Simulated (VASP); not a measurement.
# As in VASP: single point with PBE+D3(BJ)

Aim: the single point of As with PBE+D3(BJ).

All numbers are computed with VASP 6.6.1; they aren't measurements. Logs are shortened: lines on timing, memory, paths and dates and some standing lists are left out, and cuts for length are marked.

## Step 1: The cell of the first run

The cell holds a slab with vacuum, 4 atoms: a = 3.571 Å, b = 3.571 Å, c = 20.295 Å, α = 90.00°, β = 90.00°, γ = 120.00°.

## Step 2: Single point, PBE+D3(BJ) (layers slid over each other, then relaxed in part)

The input, INCAR:

```
  PREC = Accurate
  ENCUT = 400
  EDIFF = 1E-6
  ISMEAR = 0
  SIGMA = 0.05
  LREAL = False
  LASPH = True
  NELM = 120
  ALGO = Normal
  ISIF = 2
  LWAVE = False
  LCHARG = True
  LDIPOL = True
  IDIPOL = 3
  DIPOL = 0.5 0.5 0.376
  GGA = PE
  IVDW = 12
  LELF = True
  LVHAR = True
  LVACPOTAV = True
  NBANDS = 38
  GGA_COMPAT = False
  NELMDL = -8
```

The input, KPOINTS:

```
Automatic mesh
0
Gamma
  9 9 1
```

The input, POSCAR:

```
As
1.0
    3.5713375816      0.0000000000      0.0000000000
   -1.7856687908      3.0928690711      0.0000000000
    0.0000000000      0.0000000000     20.2952790253
As
4
Direct
    0.3333333333      0.6666666667      0.2905833362
    0.6666666666      0.3333333333      0.2217264416
    0.1666666666      1.3333333333      0.5298676890
    0.5000000000      1.0000000000      0.4610113720
```

Potentials or basis: VASP PAW PBE potentials, release 64 (As_d).

Command:

```sh
> cat potpaw_PBE.64/As_d/POTCAR > POTCAR
> mpirun -np 1 vasp_std > vasp.out
```

OUTCAR:

```text
PREC = Accurate
   ENCUT = 400
   EDIFF = 1E-6
   ISMEAR = 0
   LREAL = False
   LASPH = True
   NELM = 120
   ISIF = 2
   GGA = PE
   IVDW = 12
   NELMDL = -8
 IVDW          = 12

 ion  position               nearest neighbor table
   1  0.333  0.667  0.291-   2 2.49   2 2.49   2 2.49
   2  0.667  0.333  0.222-   1 2.49   1 2.49   1 2.49
   3  0.167  0.333  0.530-   4 2.49   4 2.49   4 2.49
   4  0.500  0.000  0.461-   3 2.49   3 2.49   3 2.49

  LATTYP: Found a hexagonal cell.
 ALAT       =     3.5713375816
 C/A-ratio  =     5.6828229092

  Lattice vectors:

 A1 = (   3.5713375816,   0.0000000000,   0.0000000000)
 A2 = (  -1.7856687908,   3.0928690711,   0.0000000000)
 A3 = (   0.0000000000,   0.0000000000,  20.2952790253)

Analysis of symmetry for initial positions (statically):
=====================================================================
 Subroutine PRICEL returns:
 Original cell was already a primitive cell.

 Routine SETGRP: Setting up the symmetry group for a
 hexagonal supercell.

 Subroutine GETGRP returns: Found  4 space group operations
 (whereof  2 operations were pure point group operations)
 out of a pool of 24 trial point group operations.

The static configuration has the point symmetry C_1h.
 The point group associated with its full space group is C_2h.

Analysis of symmetry for dynamics (positions and initial velocities):
=====================================================================
 Subroutine PRICEL returns:
 Original cell was already a primitive cell.

 Routine SETGRP: Setting up the symmetry group for a
 hexagonal supercell.

 Subroutine GETGRP returns: Found  4 space group operations
 (whereof  2 operations were pure point group operations)
 out of a pool of 24 trial point group operations.

The dynamic configuration has the point symmetry C_1h.
 The point group associated with its full space group is C_2h.

 Subroutine INISYM returns: Found  4 space group operations
 (whereof  2 operations are pure point group operations),
 and found     1 'primitive' translations

----------------------------------------------------------------------------------------

                                     Primitive cell

  volume of cell :     224.1751

  direct lattice vectors                    reciprocal lattice vectors
     3.571337582  0.000000000  0.000000000     0.280007134  0.161662194  0.000000000
    -1.785668791  3.092869071  0.000000000     0.000000000  0.323324388  0.000000000
     0.000000000  0.000000000 20.295279025     0.000000000  0.000000000  0.049272543

  length of vectors
     3.571337582  3.571337582 20.295279025     0.323324388  0.323324388  0.049272543

  position of ions in fractional coordinates (direct lattice)
     0.333333333  0.666666667  0.290583336
     0.666666667  0.333333333  0.221726442
     0.166666667  0.333333333  0.529867689
     0.500000000  0.000000000  0.461011372

  ion indices of the primitive-cell ions
   primitive index   ion index
                 1           1
                 2           2
                 3           3
                 4           4

----------------------------------------------------------------------------------------

 KPOINTS: Automatic mesh

Automatic generation of k-mesh.
 Grid dimensions read from file:
 generate k-points for:    9    9    1

 Generating k-lattice:

  Cartesian coordinates                     Fractional coordinates (reciprocal lattice)
     0.031111904  0.017962466  0.000000000     0.111111111 -0.000000000  0.000000000
     0.000000000  0.035924932  0.000000000     0.000000000  0.111111111  0.000000000
     0.000000000  0.000000000  0.049272543     0.000000000  0.000000000  1.000000000

  Length of vectors
     0.035924932  0.035924932  0.049272543

  Shift w.r.t. Gamma in fractional coordinates (k-lattice)
     0.000000000  0.000000000  0.000000000

 Subroutine IBZKPT returns following result:
 ===========================================

 Found     25 irreducible k-points:

 Following reciprocal coordinates:
            Coordinates               Weight
  0.000000  0.000000  0.000000      1.000000
  0.111111 -0.000000  0.000000      4.000000
  0.000000  0.111111  0.000000      2.000000
  0.222222  0.000000  0.000000      4.000000
  0.000000  0.222222  0.000000      2.000000
  0.333333  0.000000  0.000000      4.000000
[... 16 lines left out ...]
 -0.222222 -0.444444  0.000000      4.000000
  0.444444  0.333333  0.000000      4.000000
   k-points           NKPTS =     25   k-points in BZ     NKDIM =     25   number of bands    NBANDS=     38
   number of dos      NEDOS =    301   number of ions     NIONS =      4
   total plane-waves  NPLWV =  80640
   dimension x,y,z NGX =    24 NGY =   24 NGZ =  140
   dimension x,y,z NGXF=    48 NGYF=   48 NGZF=  280
   ions per type =               4
   NGX,Y,Z   is equivalent  to a cutoff of  11.17, 11.17, 11.47 a.u.
   NGXF,Y,Z  is equivalent  to a cutoff of  22.34, 22.34, 22.94 a.u.
 SYSTEM =  unknown system
   PREC   = accura    normal or accurate (medium, high low for compatibility)
   ISTART =      0    job   : 0-new  1-cont  2-samecut
   ICHARG =      2    charge: 1-file 2-atom 10-const
   ISPIN  =      1    spin polarized calculation?
   LNONCOLLINEAR =      F non collinear calculations
   LSORBIT =      F    spin-orbit coupling
   LASPH  =      T    aspherical Exc in radial PAW
   ENCUT  =  400.0 eV  29.40 Ry    5.42 a.u.   5.82  5.82 33.10*2*pi/ulx,y,z
   NELM   =    120;   NELMIN=  2; NELMDL= -8     # of ELM steps
   EDIFF  = 0.1E-05   stopping-criterion for ELM
   LREAL  =      F    real-space projection
   EDIFFG = 0.1E-04   stopping-criterion for IOM
   NSW    =      0    number of steps for IOM
   IBRION =     -1    ionic relax: 0-MD 1-quasi-New 2-CG
   NFREE  =      0    steps in history (QN), initial steepest desc. (CG)
   ISIF   =      2    stress and relaxation
   ISYM   =      2    0-nonsym 1-usesym 2-fastsym
   POTIM  = 0.5000    time-step for ionic-motion
   TEBEG  =    0.0;   TEEND  =   0.0 temperature during run
   PSTRESS=    0.0 pullay stress
   NELECT =      60.0000    total number of electrons
   NUPDOWN=      -1.0000    fix difference up-down
   EMIN   =  10.00;   EMAX   =-10.00  energy-range for DOS
   EFERMI =   0.00;   METHOD = LEGACY
   ISMEAR =     0;   SIGMA  =   0.05  broadening in eV -4-tet -1-fermi 0-gaus
   EFERMI_NEDOS =   21; number of points for ismear=-14 and -15
   IALGO  =     38    algorithm
   IMIX   =      4    mixing-type and parameters
     AMIX     =   0.40;   BMIX     =  1.00
     AMIX_MAG =   1.60;   BMIX_MAG =  1.00
  volume/ion in A,a.u.               =      56.04       378.20
  Fermi-wavevector in a.u.,A,eV,Ry     =   1.055025  1.993708 15.144343  1.113078
  Thomas-Fermi vector in A             =   2.190208
   LORBIT       =      0    0 simple, 1 ext, 2 COOP (PROOUT), +10 PAW based schemes
   GGA     = PE    functional components
   LHFCALC =     F    Hartree Fock is set to
   AEXX    =    0.0000 exact exchange contribution
   IVDW    =    12    specifies the selected vdW correction
   LEPSILON=     F    determine dielectric tensor
   LRPA    =     F    only Hartree local field effects (RPA)
 non-spin polarized calculation
 Gauss-broadening in eV      SIGMA  =   0.05
  energy-cutoff  :      400.00
  volume of cell :      224.18
 maximum number of plane-waves:      4093
   NGX = 11   NGY = 11   NGZ = 67

 dipolmoment           0.000000      0.000000      0.000014 electrons x Angstroem

 number of electron      60.0000007 magnetization

 dipolmoment           0.000000      0.000000     -0.000071 electrons x Angstroem

 Free energy of the ion-electron system (eV)
  ---------------------------------------------------
  ext. energy  EPLUGINS =         0.00000000
  ---------------------------------------------------
  free energy    TOTEN  =       -18.66133950 eV

  energy without entropy =      -18.66133950  energy(sigma->0) =      -18.66133950

 E-fermi :  -1.6601     XC(G=0):  -4.9494

 val. band max:       -2.0057556790   @ k =   0.1111  -0.0000   0.0000
 cond. band min:      -0.9260176853   @ k =   0.3333   0.0000   0.0000
 fundamental gap:      1.0797379937
 Fermi energy:        -1.6600565818

 k-point     1 :       0.0000    0.0000    0.0000
  band No.  band energies     occupation
      1     -37.3586      2.00000
      2     -37.3582      2.00000
      3     -37.3577      2.00000
      4     -37.3574      2.00000
      5     -37.3175      2.00000
      6     -37.3167      2.00000
[... 30 lines left out ...]
     37       2.6299      0.00000
     38       2.9058      0.00000

 k-point     2 :       0.1111   -0.0000    0.0000
  band No.  band energies     occupation
      1     -37.3579      2.00000
      2     -37.3571      2.00000
      3     -37.3548      2.00000
      4     -37.3539      2.00000
      5     -37.3162      2.00000
      6     -37.3153      2.00000
[... 30 lines left out ...]
     37       2.8572      0.00000
     38       3.1181      0.00000

 k-point     3 :       0.0000    0.1111    0.0000
  band No.  band energies     occupation
      1     -37.3582      2.00000
      2     -37.3573      2.00000
      3     -37.3545      2.00000
      4     -37.3537      2.00000
      5     -37.3167      2.00000
      6     -37.3158      2.00000
[... 30 lines left out ...]
     37       2.8590      0.00000
     38       3.1162      0.00000

 k-point     4 :       0.2222    0.0000    0.0000
  band No.  band energies     occupation
      1     -37.3568      2.00000
      2     -37.3560      2.00000
      3     -37.3448      2.00000
      4     -37.3440      2.00000
      5     -37.3134      2.00000
      6     -37.3125      2.00000
[... 30 lines left out ...]
     37       3.3963      0.00000
     38       3.6627      0.00000
[... 703 lines left out ...]
      4     -37.3123      2.00000
      5     -37.2972      2.00000
      6     -37.2963      2.00000
[... 30 lines left out ...]
     37       5.0810      0.00000
     38       5.4863      0.00000

 k-point    23 :      -0.2222   -0.4444    0.0000
  band No.  band energies     occupation
      1     -37.3556      2.00000
      2     -37.3547      2.00000
      3     -37.3131      2.00000
      4     -37.3123      2.00000
      5     -37.2968      2.00000
      6     -37.2959      2.00000
[... 30 lines left out ...]
     37       5.2398      0.00000
     38       5.4626      0.00000

 k-point    24 :       0.4444    0.3333    0.0000
  band No.  band energies     occupation
      1     -37.3555      2.00000
      2     -37.3546      2.00000
      3     -37.3131      2.00000
      4     -37.3123      2.00000
      5     -37.2968      2.00000
      6     -37.2960      2.00000
[... 30 lines left out ...]
     37       5.0567      0.00000
     38       5.4329      0.00000

 [... further k-points ...]

------------------------ aborting loop because EDIFF is reached ----------------------------------------

 Edisp (eV)   -1.06407

 E8    (eV) :    -0.4640

  FORCE on cell =-STRESS in cart. coord.  units (eV):
  Direction    XX          YY          ZZ          XY          YZ          ZX
  --------------------------------------------------------------------------------------
  -------------------------------------------------------------------------------------
  Total       0.02797    -0.07471    -0.07628     0.00000     0.33547     0.00000
  in kB       0.19987    -0.53398    -0.54521     0.00000     2.39758     0.00000
  external pressure =       -0.29 kB  Pullay stress =        0.00 kB

 VOLUME and BASIS-vectors are now :
 -----------------------------------------------------------------------------
  energy-cutoff  :      400.00
  volume of cell :      224.18
      direct lattice vectors                 reciprocal lattice vectors
     3.571337582  0.000000000  0.000000000     0.280007134  0.161662194  0.000000000
    -1.785668791  3.092869071  0.000000000     0.000000000  0.323324388  0.000000000
     0.000000000  0.000000000 20.295279025     0.000000000  0.000000000  0.049272543

 POSITION                                       TOTAL-FORCE (eV/Angst)
 -----------------------------------------------------------------------------------
     -0.00000      2.06191      5.89747         0.000000     -0.042185      0.025090
      1.78567      1.03096      4.50000        -0.000000     -0.030357     -0.026239
     -0.00000      1.03096     10.75381         0.000000      0.030357      0.026239
      1.78567      0.00000      9.35635         0.000000      0.042185     -0.025090
 -----------------------------------------------------------------------------------
    total drift:                               -0.000001      0.000045     -0.016988

  FREE ENERGIE OF THE ION-ELECTRON SYSTEM (eV)
  ---------------------------------------------------
  free  energy   TOTEN  =       -19.7254137420 eV

  energy  without entropy=      -19.7254137420  energy(sigma->0) =      -19.72541374

 vacuum level on the upper side and lower side of the slab         3.136         3.137
```

Run time: 1.8 min. Hardware: 1 thread of Intel Xeon 6975P-C (Granite Rapids), shared host; peak memory 0.32 GiB.

Results:

```yaml
Free_energy: -19.7254 eV
Largest_force: 0.049 eV/Å
Band_gap_on_the_k_mesh: 1.08 eV (least direct gap 1.62 eV)
Dispersion_energy_per_atom: -0.266 eV
```

Forces in eV/Å, atoms in the order of the input:
```
As   0.000 -0.042  0.025
As   0.000 -0.030 -0.026
As   0.000  0.030  0.026
As   0.000  0.042 -0.025
```

Caveat: the cell differs from its parent crystal (layers slid over each other, then relaxed in part).
